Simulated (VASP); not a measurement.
# Ga8Sb7As (P1) in VASP: single point with PBEsol

Aim: the single point of Ga8Sb7As with PBEsol.

Program: VASP 6.6.1. These are calculated values, not measurements. Logs are shortened: lines on timing, memory, paths and dates and some standing lists are left out, and cuts for length are marked.

## Step 1: The cell of the first run

The typed cell holds 64 atoms: a = 12.107 Å, b = 12.107 Å, c = 12.107 Å, α = 90.00°, β = 90.00°, γ = 90.00°.

## Step 2: Single point, PBEsol

File INCAR:

```
SYSTEM = Ga8Sb7As
PREC = Accurate
ENCUT = 500
EDIFF = 1E-6
ISMEAR = -1
SIGMA = 0.05
LREAL = Auto
LASPH = .True.
NELM = 120
ALGO = Normal
ISIF = 2
LWAVE = .False.
LCHARG = .False.
GGA = PS
ISYM = -1
NBANDS = 326
GGA_COMPAT = .False.
```

File KPOINTS:

```
explicit points
1
Reciprocal
  0.25000000   0.25000000   0.25000000 1
```

File POSCAR:

```
Ga8Sb7As
1.0
   12.1066199955      0.0000000000      0.0000000000
    0.0000000000     12.1066199955      0.0000000000
    0.0000000000      0.0000000000     12.1066199955
Ga Sb As
32 28 4
Direct
    0.9985810000      0.9991410000      0.0000270000
    0.0073740000      0.0073140000      0.5075980000
    0.0066760000      0.4920480000      0.9929100000
    0.9989130000      0.4996830000      0.4987020000
    0.4976110000      0.9996940000      0.0005000000
    0.4993200000      0.9989070000      0.4990330000
    0.5056830000      0.5067300000      0.0067660000
    0.4913960000      0.5051440000      0.4935450000
    0.2444380000      0.2582720000      0.9942880000
    0.2431480000      0.2444810000      0.5071510000
    0.2493900000      0.7509490000      0.9984170000
    0.2577320000      0.7423780000      0.4935350000
    0.7505950000      0.2502980000      0.9987060000
    0.7491370000      0.2526450000      0.4999550000
    0.7430400000      0.7419920000      0.0079300000
    0.7504560000      0.7516300000      0.4998190000
    0.2506670000      0.9993280000      0.2493080000
    0.2434560000      0.0060160000      0.7425270000
    0.2566470000      0.5054220000      0.2568620000
    0.2439350000      0.4933850000      0.7568200000
    0.7505510000      0.9987120000      0.2511980000
    0.7507900000      0.9997720000      0.7516200000
    0.7441620000      0.5065240000      0.2427020000
    0.7498470000      0.4993750000      0.7487310000
    0.9995670000      0.2521090000      0.2494740000
    0.0117540000      0.2498130000      0.7500080000
    0.0003170000      0.7499950000      0.2500360000
    0.9998630000      0.7495540000      0.7498530000
    0.4974140000      0.2494010000      0.2500550000
    0.4993510000      0.2518800000      0.7499420000
    0.4997310000      0.7377300000      0.2498150000
    0.4979050000      0.7501950000      0.7497910000
    0.1250410000      0.1268110000      0.1232190000
    0.1266460000      0.6227980000      0.1246410000
    0.1266490000      0.6228850000      0.6246060000
    0.6250260000      0.1249880000      0.1251910000
    0.6247210000      0.1248350000      0.6251750000
    0.6225570000      0.6247050000      0.6225300000
    0.3749610000      0.3783030000      0.1251840000
    0.3712090000      0.3754980000      0.6248420000
    0.3759620000      0.8706730000      0.1265450000
    0.3722260000      0.8749710000      0.6232770000
    0.8745130000      0.3771290000      0.1227580000
    0.8785410000      0.3734340000      0.6266300000
    0.8732080000      0.8725780000      0.1245940000
    0.8769360000      0.8769640000      0.6251020000
    0.3719530000      0.1251680000      0.3773250000
    0.3711990000      0.1266330000      0.8733220000
    0.3746690000      0.6230640000      0.8763330000
    0.8767260000      0.1258880000      0.3772270000
    0.8783370000      0.1268670000      0.8733960000
    0.8729720000      0.6249480000      0.3732050000
    0.8747490000      0.6230150000      0.8768830000
    0.1268210000      0.3748740000      0.3765060000
    0.1270970000      0.8746620000      0.3775820000
    0.1246120000      0.8772090000      0.8725840000
    0.6223490000      0.3786970000      0.3721890000
    0.6244660000      0.3774420000      0.8766980000
    0.6224870000      0.8717010000      0.3728290000
    0.6245550000      0.8725600000      0.8774100000
    0.1252630000      0.1274170000      0.6272440000
    0.6223990000      0.6245380000      0.1271730000
    0.3766600000      0.6247940000      0.3725400000
    0.1248050000      0.3727410000      0.8726960000
```

Potentials or basis: VASP PAW PBE potentials, release 64 (Ga_d, Sb, As).

The run is started by

```
$ cat potpaw_PBE.64/Ga_d/POTCAR potpaw_PBE.64/Sb/POTCAR potpaw_PBE.64/As/POTCAR > POTCAR
$ mpirun -np 1 vasp_std > vasp.out
```

OUTCAR:

```text
SYSTEM = Ga8Sb7As
   PREC = Accurate
   ENCUT = 500
   EDIFF = 1E-6
   ISMEAR = -1
   LREAL = Auto
   LASPH = .True.
   NELM = 120
   ISIF = 2
   GGA = PS
   ISYM = -1

 ion  position               nearest neighbor table
   1  0.999  0.999  0.000-  51 2.62  56 2.62  45 2.63  33 2.64
   2  0.007  0.007  0.508-  61 2.50  46 2.65  50 2.66  55 2.68
   3  0.007  0.492  0.993-  64 2.50  43 2.64  53 2.65  34 2.68
   4  0.999  0.500  0.499-  44 2.62  54 2.62  52 2.63  35 2.63
   5  0.498  1.000  0.001-  41 2.63  60 2.64  36 2.64  48 2.66
   6  0.499  0.999  0.499-  42 2.62  47 2.62  59 2.63  37 2.64
[... 56 lines left out ...]
  63  0.377  0.625  0.373-  19 2.48   8 2.48  12 2.50  31 2.51
  64  0.125  0.373  0.873-  20 2.49   9 2.49   3 2.50  26 2.51

IMPORTANT INFORMATION: All symmetrisations will be switched off!
NOSYMM: (Re-)initialisation of all symmetry stuff for point group C_1.

----------------------------------------------------------------------------------------

                                     Primitive cell

  volume of cell :    1774.4703

  direct lattice vectors                    reciprocal lattice vectors
    12.106619995  0.000000000  0.000000000     0.082599437  0.000000000  0.000000000
     0.000000000 12.106619995  0.000000000     0.000000000  0.082599437  0.000000000
     0.000000000  0.000000000 12.106619995     0.000000000  0.000000000  0.082599437

  length of vectors
    12.106619995 12.106619995 12.106619995     0.082599437  0.082599437  0.082599437

  position of ions in fractional coordinates (direct lattice)
     0.998581000  0.999141000  0.000027000
     0.007374000  0.007314000  0.507598000
     0.006676000  0.492048000  0.992910000
     0.998913000  0.499683000  0.498702000
     0.497611000  0.999694000  0.000500000
     0.499320000  0.998907000  0.499033000
[... 56 lines left out ...]
     0.376660000  0.624794000  0.372540000
     0.124805000  0.372741000  0.872696000

  ion indices of the primitive-cell ions
   primitive index   ion index
                 1           1
                 2           2
                 3           3
                 4           4
                 5           5
                 6           6
[... 56 lines left out ...]
                63          63
                64          64

----------------------------------------------------------------------------------------

 KPOINTS: explicit points

Read explicit list of k-points.

 Found      1 k-points:

 Following reciprocal coordinates:
            Coordinates               Weight
  0.250000  0.250000  0.250000      1.000000
   k-points           NKPTS =      1   k-points in BZ     NKDIM =      1   number of bands    NBANDS=    326
   number of dos      NEDOS =    301   number of ions     NIONS =     64
   total plane-waves  NPLWV = 729000
   dimension x,y,z NGX =    90 NGY =   90 NGZ =   90
   dimension x,y,z NGXF=   180 NGYF=  180 NGZF=  180
   ions per type =              32  28   4
   NGX,Y,Z   is equivalent  to a cutoff of  12.36, 12.36, 12.36 a.u.
   NGXF,Y,Z  is equivalent  to a cutoff of  24.72, 24.72, 24.72 a.u.
 SYSTEM =  Ga8Sb7As
   PREC   = accura    normal or accurate (medium, high low for compatibility)
   ISTART =      0    job   : 0-new  1-cont  2-samecut
   ICHARG =      2    charge: 1-file 2-atom 10-const
   ISPIN  =      1    spin polarized calculation?
   LNONCOLLINEAR =      F non collinear calculations
   LSORBIT =      F    spin-orbit coupling
   LASPH  =      T    aspherical Exc in radial PAW
   ENCUT  =  500.0 eV  36.75 Ry    6.06 a.u.  22.07 22.07 22.07*2*pi/ulx,y,z
   NELM   =    120;   NELMIN=  2; NELMDL= -5     # of ELM steps
   EDIFF  = 0.1E-05   stopping-criterion for ELM
   LREAL  =      T    real-space projection
   EDIFFG = 0.1E-04   stopping-criterion for IOM
   NSW    =      0    number of steps for IOM
   IBRION =     -1    ionic relax: 0-MD 1-quasi-New 2-CG
   NFREE  =      0    steps in history (QN), initial steepest desc. (CG)
   ISIF   =      2    stress and relaxation
   ISYM   =     -1    0-nonsym 1-usesym 2-fastsym
   POTIM  = 0.5000    time-step for ionic-motion
   TEBEG  =    0.0;   TEEND  =   0.0 temperature during run
   PSTRESS=    0.0 pullay stress
   NELECT =     576.0000    total number of electrons
   NUPDOWN=      -1.0000    fix difference up-down
   EMIN   =  10.00;   EMAX   =-10.00  energy-range for DOS
   EFERMI =   0.00;   METHOD = LEGACY
   ISMEAR =    -1;   SIGMA  =   0.05  broadening in eV -4-tet -1-fermi 0-gaus
   EFERMI_NEDOS =   21; number of points for ismear=-14 and -15
   IALGO  =     38    algorithm
   IMIX   =      4    mixing-type and parameters
     AMIX     =   0.40;   BMIX     =  1.00
     AMIX_MAG =   1.60;   BMIX_MAG =  1.00
  volume/ion in A,a.u.               =      27.73       187.10
  Fermi-wavevector in a.u.,A,eV,Ry     =   1.125104  2.126139 17.223064  1.265859
  Thomas-Fermi vector in A             =   2.261780
   LORBIT       =      0    0 simple, 1 ext, 2 COOP (PROOUT), +10 PAW based schemes
   GGA     = PS    functional components
   LHFCALC =     F    Hartree Fock is set to
   AEXX    =    0.0000 exact exchange contribution
   IVDW    =     0    specifies the selected vdW correction
   LEPSILON=     F    determine dielectric tensor
   LRPA    =     F    only Hartree local field effects (RPA)
 non-spin polarized calculation
  energy-cutoff  :      500.00
  volume of cell :     1774.47
 maximum number of plane-waves:     45061
 NGX is ok and might be reduce to    90
   NGX = 45   NGY = 45   NGZ = 45

 number of electron     576.0000226 magnetization

 Free energy of the ion-electron system (eV)
  ---------------------------------------------------
  ext. energy  EPLUGINS =         0.00000000
  ---------------------------------------------------
  free energy    TOTEN  =      -264.02956328 eV

  energy without entropy =     -264.02749476  energy(sigma->0) =     -264.02852902

 E-fermi :   4.8271     XC(G=0):  -9.3443

 val. band max:        4.4673219217   @ k =   0.2500   0.2500   0.2500
 cond. band min:       5.1595595740   @ k =   0.2500   0.2500   0.2500
 fundamental gap:      0.6922376523
 Fermi energy:         4.8271346981

 k-point     1 :       0.2500    0.2500    0.2500
  band No.  band energies     occupation
      1     -10.4471      2.00000
      2     -10.4425      2.00000
      3     -10.4361      2.00000
      4     -10.4351      2.00000
      5     -10.4135      2.00000
      6     -10.4039      2.00000
[... 292 lines left out ...]
    299       6.2287      0.00000
    300       6.2616      0.00000
 [bands above 300 left out]

------------------------ aborting loop because EDIFF is reached ----------------------------------------

  FORCE on cell =-STRESS in cart. coord.  units (eV):
  Direction    XX          YY          ZZ          XY          YZ          ZX
  --------------------------------------------------------------------------------------
  -------------------------------------------------------------------------------------
  Total        1.0578989      1.0814144      1.0764087     -8.0013695     -8.0428409     -7.9759292
  in kB        0.9551817      0.9764140      0.9718944     -7.2244730     -7.2619178     -7.2015029
  external PRESSURE =       0.9678300 kB  Pullay stress =       0.0000000 kB

 VOLUME and BASIS-vectors are now :
 -----------------------------------------------------------------------------
  energy-cutoff  :      500.00
  volume of cell :     1774.47
      direct lattice vectors                 reciprocal lattice vectors
    12.106619995  0.000000000  0.000000000     0.082599437  0.000000000  0.000000000
     0.000000000 12.106619995  0.000000000     0.000000000  0.082599437  0.000000000
     0.000000000  0.000000000 12.106619995     0.000000000  0.000000000  0.082599437

 POSITION                                       TOTAL-FORCE (eV/Angst)
 -----------------------------------------------------------------------------------
     12.08944     12.09622      0.00033         0.017299      0.009706     -0.005798
      0.08927      0.08855      6.14530         0.016154     -0.014623      0.010668
      0.08082      5.95704     12.02078         0.007102      0.017150      0.000358
     12.09346      6.04947      6.03760         0.001919      0.006684      0.000883
      6.02439     12.10292      0.00605         0.017852     -0.000260     -0.007938
      6.04508     12.09339      6.04160         0.002504      0.002153      0.009958
[... 56 lines left out ...]
      4.56008      7.56414      4.51020         0.002826     -0.019329      0.003705
      1.51097      4.51263     10.56540        -0.005088      0.003994      0.004761
 -----------------------------------------------------------------------------------
    total drift:                               -0.040522     -0.000742      0.000234

  FREE ENERGIE OF THE ION-ELECTRON SYSTEM (eV)
  ---------------------------------------------------
  free  energy   TOTEN  =      -264.0295632784 eV

  energy  without entropy=     -264.0274947629  energy(sigma->0) =     -264.02852902
```

Run time: 23 min. Hardware: 1 thread of Intel Xeon Platinum 8375C at 2.90GHz (Ice Lake), shared host; peak memory 1.5 GiB.

Results:

```
Free energy            : -264.0296 eV
Pressure               : 0.1 GPa
Largest force          : 0.031 eV/Å
Band gap on the k mesh : 0.69 eV
```

Forces in eV/Å, atoms in the order of the input:
```
Ga   0.017  0.010 -0.006
Ga   0.016 -0.015  0.011
Ga   0.007  0.017  0.000
Ga   0.002  0.007  0.001
Ga   0.018  0.000 -0.008
Ga   0.003  0.002  0.010
Ga   0.008 -0.005  0.005
Ga   0.000  0.014  0.004
Ga  -0.001 -0.013 -0.010
Ga   0.005 -0.012 -0.002
Ga   0.000 -0.013  0.009
Ga  -0.008  0.006  0.000
Ga  -0.001 -0.006  0.013
Ga   0.008 -0.005 -0.002
Ga   0.002  0.007 -0.010
Ga  -0.005 -0.009  0.008
Ga  -0.005  0.007 -0.002
Ga   0.001  0.007  0.010
Ga  -0.012  0.007  0.004
Ga   0.009 -0.003  0.004
Ga  -0.005  0.023 -0.002
Ga  -0.007 -0.014  0.002
Ga  -0.004  0.001 -0.010
Ga   0.008  0.011  0.002
Ga   0.000 -0.004  0.007
Ga   0.015  0.003  0.004
Ga   0.014 -0.004  0.007
Ga  -0.004 -0.001  0.011
Ga   0.013  0.002  0.006
Ga   0.004  0.003  0.005
Ga   0.009  0.007  0.005
Ga   0.011 -0.002 -0.010
Sb  -0.018  0.000 -0.016
Sb  -0.009 -0.003 -0.007
Sb   0.008 -0.015 -0.002
Sb  -0.016 -0.019 -0.018
Sb  -0.010  0.007 -0.014
Sb  -0.001  0.009  0.006
Sb   0.006  0.007 -0.008
Sb  -0.013  0.006 -0.020
Sb   0.012 -0.003  0.011
Sb   0.000 -0.003 -0.016
Sb   0.003  0.006 -0.005
Sb  -0.006 -0.007 -0.002
Sb  -0.016 -0.008  0.010
Sb   0.008  0.015  0.007
Sb  -0.002 -0.007 -0.001
Sb  -0.008  0.009 -0.004
Sb  -0.013  0.003  0.004
Sb   0.003 -0.002 -0.002
Sb   0.005  0.007  0.000
Sb  -0.015 -0.003 -0.012
Sb  -0.002 -0.012 -0.003
Sb   0.007  0.014  0.012
Sb  -0.002  0.005 -0.012
Sb  -0.011 -0.003 -0.003
Sb  -0.006  0.000  0.011
Sb   0.007 -0.005  0.001
Sb   0.002 -0.011 -0.004
Sb  -0.006  0.001  0.011
As  -0.021  0.001 -0.010
As  -0.001 -0.001  0.006
As   0.003 -0.019  0.004
As  -0.005  0.004  0.005
```

Stress tensor (GPa, compression positive):
```
 0.10 -0.72 -0.72
-0.72  0.10 -0.73
-0.72 -0.73  0.10
```

Caveat: semilocal functionals underestimate gaps, and a narrow one can read as zero; the PAW data sets were made with another functional, which shifts forces and pressure a little; spin-orbit coupling is left out, which moves the levels of the heavy elements; a shifted mesh leaves out Γ, where band edges can lie.
